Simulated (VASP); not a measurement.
# Al2Cu (P4/mmm) in VASP: a series of runs

Runs on Al2Cu. Level: PBEsol. Tasks: single point.

Program: VASP 6.6.1. These are calculated values, not measurements. Logs are shortened: lines on timing, memory, paths and dates and some standing lists are left out, and cuts for length are marked.

**1. The cell of the first run**

Symmetry: P4/mmm, No. 123, tetragonal system. Conventional cell: a = 4.023 Å, b = 4.023 Å, c = 2.889 Å, α = 90.00°, β = 90.00°, γ = 90.00°. Within 3.3 Å of Al (site symmetry mmm) lie 4 Cu at 2.48 Å and 6 Al at 2.84 to 2.89 Å. Within 3.3 Å of Cu (site symmetry 4/mmm) lie 8 Al at 2.48 Å and 2 Cu at 2.89 Å.

**2. Single point, PBEsol (strain -0.015 along x and y, +0.015 along z)**

INCAR

```
SYSTEM = Al2Cu
  PREC = Accurate
  ENCUT = 520
  EDIFF = 1E-6
  ISMEAR = 0
  SIGMA = 0.15
  LREAL = .False.
  LASPH = .True.
  NELM = 60
  ALGO = Fast
  ISIF = 2
  LWAVE = .False.
  LCHARG = .False.
  GGA = PS
  NBANDS = 16
```

KPOINTS

```
Automatic mesh
0
Gamma
  12 12 16
  0 0 0
```

POSCAR

```
Al2Cu
1.0
    4.0229096136      0.0000000000      0.0000000000
    0.0000000000      4.0229096136      0.0000000000
    0.0000000000      0.0000000000      2.8890906726
Al Cu
2 1
Direct
    0.5000000000      0.0000000000      0.5000000000
    0.0000000000      0.5000000000      0.5000000000
    0.0000000000      0.0000000000      0.0000000000
```

Potentials or basis: VASP PAW PBE potentials, release 64 (Al, Cu).

Launch:

```
$ cat potpaw_PBE.64/Al/POTCAR potpaw_PBE.64/Cu/POTCAR > POTCAR
$ mpirun -np 1 vasp_std > vasp.out
```

OUTCAR:

```text
SYSTEM = Al2Cu
   PREC = Accurate
   ENCUT = 520
   EDIFF = 1E-6
   ISMEAR = 0
   LREAL = .False.
   LASPH = .True.
   NELM = 60
   ISIF = 2
   GGA = PS

 ion  position               nearest neighbor table
   1  0.500  0.000  0.500-   3 2.48   3 2.48   3 2.48   3 2.48   2 2.84   2 2.84   2 2.84   2 2.84

   2  0.000  0.500  0.500-   3 2.48   3 2.48   3 2.48   3 2.48   1 2.84   1 2.84   1 2.84   1 2.84

   3  0.000  0.000  0.000-   1 2.48   2 2.48   1 2.48   2 2.48   2 2.48   2 2.48   1 2.48   1 2.48

  LATTYP: Found a simple tetragonal cell.
 ALAT       =     4.0229096136
 C/A-ratio  =     0.7181594791

  Lattice vectors:

 A1 = (   4.0229096136,   0.0000000000,   0.0000000000)
 A2 = (   0.0000000000,   4.0229096136,   0.0000000000)
 A3 = (   0.0000000000,   0.0000000000,   2.8890906726)

Analysis of symmetry for initial positions (statically):
=====================================================================
 Subroutine PRICEL returns:
 Original cell was already a primitive cell.

 Routine SETGRP: Setting up the symmetry group for a
 simple tetragonal supercell.

 Subroutine GETGRP returns: Found 16 space group operations
 (whereof 16 operations were pure point group operations)
 out of a pool of 16 trial point group operations.

The static configuration has the point symmetry D_4h.

Analysis of symmetry for dynamics (positions and initial velocities):
=====================================================================
 Subroutine PRICEL returns:
 Original cell was already a primitive cell.

 Routine SETGRP: Setting up the symmetry group for a
 simple tetragonal supercell.

 Subroutine GETGRP returns: Found 16 space group operations
 (whereof 16 operations were pure point group operations)
 out of a pool of 16 trial point group operations.

The dynamic configuration has the point symmetry D_4h.

 Subroutine INISYM returns: Found 16 space group operations
 (whereof 16 operations are pure point group operations),
 and found     1 'primitive' translations

----------------------------------------------------------------------------------------

                                     Primitive cell

  volume of cell :      46.7565

  direct lattice vectors                    reciprocal lattice vectors
     4.022909614  0.000000000  0.000000000     0.248576303  0.000000000  0.000000000
     0.000000000  4.022909614  0.000000000     0.000000000  0.248576303  0.000000000
     0.000000000  0.000000000  2.889090673     0.000000000  0.000000000  0.346129670

  length of vectors
     4.022909614  4.022909614  2.889090673     0.248576303  0.248576303  0.346129670

  position of ions in fractional coordinates (direct lattice)
     0.500000000  0.000000000  0.500000000
     0.000000000  0.500000000  0.500000000
     0.000000000  0.000000000  0.000000000

  ion indices of the primitive-cell ions
   primitive index   ion index
                 1           1
                 2           2
                 3           3

----------------------------------------------------------------------------------------

 KPOINTS: Automatic mesh

Automatic generation of k-mesh.
 Grid dimensions read from file:
 generate k-points for:   12   12   16

 Generating k-lattice:

  Cartesian coordinates                     Fractional coordinates (reciprocal lattice)
     0.020714692  0.000000000  0.000000000     0.083333333  0.000000000  0.000000000
     0.000000000  0.020714692  0.000000000     0.000000000  0.083333333  0.000000000
     0.000000000  0.000000000  0.021633104     0.000000000  0.000000000  0.062500000

  Length of vectors
     0.020714692  0.020714692  0.021633104

  Shift w.r.t. Gamma in fractional coordinates (k-lattice)
     0.000000000  0.000000000  0.000000000

 Subroutine IBZKPT returns following result:
 ===========================================

 Found    252 irreducible k-points:

 Following reciprocal coordinates:
            Coordinates               Weight
  0.000000  0.000000  0.000000      1.000000
  0.083333  0.000000  0.000000      4.000000
  0.166667  0.000000  0.000000      4.000000
  0.250000  0.000000  0.000000      4.000000
  0.333333  0.000000  0.000000      4.000000
  0.416667  0.000000  0.000000      4.000000
[... 16 lines left out ...]
  0.333333  0.333333  0.000000      4.000000
  0.416667  0.333333  0.000000      8.000000
 [... further k-points ...]
   k-points           NKPTS =    252   k-points in BZ     NKDIM =    252   number of bands    NBANDS=     16
   number of dos      NEDOS =    301   number of ions     NIONS =      3
   total plane-waves  NPLWV =  21600
   dimension x,y,z NGX =    30 NGY =   30 NGZ =   24
   dimension x,y,z NGXF=    60 NGYF=   60 NGZF=   48
   ions per type =               2   1
   NGX,Y,Z   is equivalent  to a cutoff of  12.40, 12.40, 13.81 a.u.
   NGXF,Y,Z  is equivalent  to a cutoff of  24.79, 24.79, 27.62 a.u.
 SYSTEM =  Al2Cu
   PREC   = accura    normal or accurate (medium, high low for compatibility)
   ISTART =      0    job   : 0-new  1-cont  2-samecut
   ICHARG =      2    charge: 1-file 2-atom 10-const
   ISPIN  =      1    spin polarized calculation?
   LNONCOLLINEAR =      F non collinear calculations
   LSORBIT =      F    spin-orbit coupling
   LASPH  =      T    aspherical Exc in radial PAW
   ENCUT  =  520.0 eV  38.22 Ry    6.18 a.u.   7.48  7.48  5.37*2*pi/ulx,y,z
   NELM   =     60;   NELMIN=  2; NELMDL= -5     # of ELM steps
   EDIFF  = 0.1E-05   stopping-criterion for ELM
   LREAL  =      F    real-space projection
   EDIFFG = 0.1E-04   stopping-criterion for IOM
   NSW    =      0    number of steps for IOM
   IBRION =     -1    ionic relax: 0-MD 1-quasi-New 2-CG
   NFREE  =      0    steps in history (QN), initial steepest desc. (CG)
   ISIF   =      2    stress and relaxation
   ISYM   =      2    0-nonsym 1-usesym 2-fastsym
   POTIM  = 0.5000    time-step for ionic-motion
   TEBEG  =    0.0;   TEEND  =   0.0 temperature during run
   PSTRESS=    0.0 pullay stress
   NELECT =      17.0000    total number of electrons
   NUPDOWN=      -1.0000    fix difference up-down
   EMIN   =  10.00;   EMAX   =-10.00  energy-range for DOS
   EFERMI =   0.00;   METHOD = LEGACY
   ISMEAR =     0;   SIGMA  =   0.15  broadening in eV -4-tet -1-fermi 0-gaus
   EFERMI_NEDOS =   21; number of points for ismear=-14 and -15
   IALGO  =     68    algorithm
   IMIX   =      4    mixing-type and parameters
     AMIX     =   0.40;   BMIX     =  1.00
     AMIX_MAG =   1.60;   BMIX_MAG =  1.00
  volume/ion in A,a.u.               =      15.59       105.18
  Fermi-wavevector in a.u.,A,eV,Ry     =   1.168451  2.208053 18.575736  1.365278
  Thomas-Fermi vector in A             =   2.304938
   LORBIT       =      0    0 simple, 1 ext, 2 COOP (PROOUT), +10 PAW based schemes
   GGA     = PS    functional components
   LHFCALC =     F    Hartree Fock is set to
   AEXX    =    0.0000 exact exchange contribution
   IVDW    =     0    specifies the selected vdW correction
   LEPSILON=     F    determine dielectric tensor
   LRPA    =     F    only Hartree local field effects (RPA)
 non-spin polarized calculation
 RMM-DIIS sequential band-by-band and
 Gauss-broadening in eV      SIGMA  =   0.15
  energy-cutoff  :      520.00
  volume of cell :       46.76
 maximum number of plane-waves:      1283
 NGX is ok and might be reduce to    30
   NGX = 15   NGY = 15   NGZ = 11

 number of electron      17.0000007 magnetization

 Free energy of the ion-electron system (eV)
  ---------------------------------------------------
  ext. energy  EPLUGINS =         0.00000000
  ---------------------------------------------------
  free energy    TOTEN  =       -12.55469773 eV

  energy without entropy =      -12.54452370  energy(sigma->0) =      -12.54961072

 E-fermi :   7.4096     XC(G=0): -10.6593

 val. band max:        7.4008178240   @ k =   0.4167   0.0833   0.3750
 cond. band min:       7.4141259698   @ k =   0.5000   0.2500   0.3750
 fundamental gap:      0.0133081458
 Fermi energy:         7.4096197064

 k-point     1 :       0.0000    0.0000    0.0000
  band No.  band energies     occupation
      1      -3.3121      2.00000
      2       1.9639      2.00000
      3       2.4067      2.00000
      4       3.1129      2.00000
      5       3.2655      2.00000
      6       3.2655      2.00000
[... 8 lines left out ...]
     15      14.7314      0.00000
     16      20.0513      0.00000

 k-point     2 :       0.0833    0.0000    0.0000
  band No.  band energies     occupation
      1      -3.2510      2.00000
      2       1.9355      2.00000
      3       2.3931      2.00000
      4       3.0942      2.00000
      5       3.2629      2.00000
      6       3.2659      2.00000
[... 8 lines left out ...]
     15      15.8454      0.00000
     16      19.7792      0.00000

 k-point     3 :       0.1667    0.0000    0.0000
  band No.  band energies     occupation
      1      -3.0694      2.00000
      2       1.7900      2.00000
      3       2.3595      2.00000
      4       3.0468      2.00000
      5       3.2559      2.00000
      6       3.2670      2.00000
[... 8 lines left out ...]
     15      17.3385      0.00000
     16      19.1175      0.00000

 k-point     4 :       0.2500    0.0000    0.0000
  band No.  band energies     occupation
      1      -2.7736      2.00000
      2       1.3730      2.00000
      3       2.3385      2.00000
      4       2.9893      2.00000
      5       3.2464      2.00000
      6       3.2685      2.00000
[... 8 lines left out ...]
     15      18.3077      0.00000
     16      18.9475      0.00000
[... 324 lines left out ...]
 k-point    22 :       0.5000    0.2500    0.0000
  band No.  band energies     occupation
      1      -1.1253      2.00000
      2       0.1462      2.00000
      3       2.1829      2.00000
      4       2.6310      2.00000
      5       3.0568      2.00000
      6       3.2320      2.00000
[... 8 lines left out ...]
     15      17.1958      0.00000
     16      18.9211      0.00000

 k-point    23 :       0.3333    0.3333    0.0000
  band No.  band energies     occupation
      1      -1.4347      2.00000
      2       1.2608      2.00000
      3       1.5810      2.00000
      4       2.6125      2.00000
      5       3.2061      2.00000
      6       3.2424      2.00000
[... 8 lines left out ...]
     15      17.9661      0.00000
     16      18.7716      0.00000

 k-point    24 :       0.4167    0.3333    0.0000
  band No.  band energies     occupation
      1      -0.9802      2.00000
      2       0.7931      2.00000
      3       1.7270      2.00000
      4       2.4827      2.00000
      5       3.0925      2.00000
      6       3.2366      2.00000
[... 8 lines left out ...]
     15      17.5386      0.00000
     16      18.7987      0.00000

 [... further k-points ...]
[... 5 lines left out ...]
  --------------------------------------------------------------------------------------
  -------------------------------------------------------------------------------------
  Total        0.8658550      0.8658550     -0.1231801      0.0000000     -0.0000000      0.0000000
  in kB       29.6697587     29.6697587     -4.2209429      0.0000000     -0.0000000      0.0000000
  external PRESSURE =      18.3728582 kB  Pullay stress =       0.0000000 kB

 VOLUME and BASIS-vectors are now :
 -----------------------------------------------------------------------------
  energy-cutoff  :      520.00
  volume of cell :       46.76
      direct lattice vectors                 reciprocal lattice vectors
     4.022909614  0.000000000  0.000000000     0.248576303  0.000000000  0.000000000
     0.000000000  4.022909614  0.000000000     0.000000000  0.248576303  0.000000000
     0.000000000  0.000000000  2.889090673     0.000000000  0.000000000  0.346129670

 POSITION                                       TOTAL-FORCE (eV/Angst)
 -----------------------------------------------------------------------------------
      2.01145      0.00000      1.44455         0.000000      0.000000      0.000000
      0.00000      2.01145      1.44455         0.000000      0.000000      0.000000
      0.00000      0.00000      0.00000         0.000000      0.000000      0.000000
 -----------------------------------------------------------------------------------
    total drift:                               -0.000000      0.000000     -0.000000

  FREE ENERGIE OF THE ION-ELECTRON SYSTEM (eV)
  ---------------------------------------------------
  free  energy   TOTEN  =       -12.5546977322 eV

  energy  without entropy=      -12.5445237033  energy(sigma->0) =      -12.54961072
```

Wall time 1.8 min (1 thread of Intel Xeon 6975P-C (Granite Rapids), shared host); peak memory 0.29 GiB.

What came out:

* Free energy: -12.5547 eV
* Pressure: 1.8 GPa

Caveat: the cell differs from its parent crystal (strain -0.015 along x and y, +0.015 along z); the PAW data sets were made with another functional, which shifts forces and pressure a little.

**3. Single point, PBEsol (strain -0.015 along x and y, +0.030 along z)**

INCAR

```
SYSTEM = Al2Cu
ALGO = Fast
EDIFF = 1E-6
ENCUT = 520
GGA = PS
ISIF = 2
ISMEAR = 0
LASPH = .TRUE.
LCHARG = .TRUE.
LELF = .TRUE.
LREAL = .FALSE.
LVHAR = .TRUE.
LWAVE = .FALSE.
NBANDS = 16
NELM = 60
PREC = Accurate
SIGMA = 0.15
```

KPOINTS

```
k-points
0
G
  12 12 16
  0 0 0
```

POSCAR, as its differences from that of step 2:

```diff
@@ -4,3 +4,3 @@
     0.0000000000      4.0229096136      0.0000000000
-    0.0000000000      0.0000000000      2.8890906726
+    0.0000000000      0.0000000000      2.9317865938
 Al Cu
```

Potentials or basis: VASP PAW PBE potentials, release 64 (Al, Cu).

Launch:

```
$ cat potpaw_PBE.64/Al/POTCAR potpaw_PBE.64/Cu/POTCAR > POTCAR
$ mpirun -np 1 vasp_std > vasp.out
```

It took 1.7 min on 1 thread of Intel Xeon 6975P-C (Granite Rapids), shared host; peak memory 0.29 GiB.

The run converged. Its results:

- Free energy: -12.5491 eV
- Pressure: 0.4 GPa

Stress tensor (GPa, compression positive):
```
 1.85  0.00  0.00
 0.00  1.85  0.00
 0.00  0.00 -2.36
```

Levels at points of the mesh, in eV from the Fermi level:
| k point | band 7 | band 8 | band 9 | band 10 | band 11 | band 12 |
| --- | --- | --- | --- | --- | --- | --- |
| (0.00, 0.00, 0.00) | -2.17 | -2.17 | 0.38 | 1.08 | 5.39 | 6.78 |
| (0.50, 0.00, 0.00) | -4.07 | -0.78 | 1.84 | 2.06 | 2.42 | 6.84 |
| (0.50, 0.50, 0.00) | -4.11 | -4.10 | -2.36 | 8.71 | 8.71 | 8.79 |
| (0.00, 0.00, 0.50) | -3.09 | 2.57 | 2.57 | 2.89 | 2.89 | 2.94 |
| (0.50, 0.00, 0.50) | -3.05 | -2.57 | -1.76 | 3.73 | 4.21 | 4.46 |
| (0.50, 0.50, 0.50) | -2.16 | -2.16 | -1.07 | -0.97 | -0.02 | -0.02 |

Caveat: the cell differs from its parent crystal (strain -0.015 along x and y, +0.030 along z); the PAW data sets were made with another functional, which shifts forces and pressure a little.
